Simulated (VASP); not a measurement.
Crystal: Co.

```xyz
2
Lattice="2.5361 0.0000 0.0000 -1.2681 2.1964 0.0000 0.0000 0.0000 4.1430" Properties=species:S:1:pos:R:3 pbc="T T T"
Co    0.0000    1.4642    3.0664
Co    1.2681    0.7321    1.0766
```

Base run:

```yaml
Program: VASP 6.6.1
Functional: r2SCAN
Potentials_or_basis: VASP PAW PBE potentials, release 64 (Co_sv)
Cutoff: 660 eV
k_mesh: 12 × 12 × 7
Occupations: fermi-dirac, width 0.05 eV
Spin: collinear spin, ferromagnetic start
Starting_moments: "[2.0, 2.0] μB"
```

Its results: pressure -16.5 GPa; net moment 3.61 μB per cell; site moments Co +1.96 μB; largest force 0.021 eV/Å.

The run is repeated on the same cell with these changes: functional from r2SCAN to PBEsol; cutoff from 660 eV to 600 eV. What comes out?

Pressure -22.6 GPa; net moment 3.35 μB per cell; site moments Co +1.74 μB; largest force 0.271 eV/Å.

Caveats: the cell stands under tension; the PAW data sets were made with another functional, which shifts forces and pressure a little.
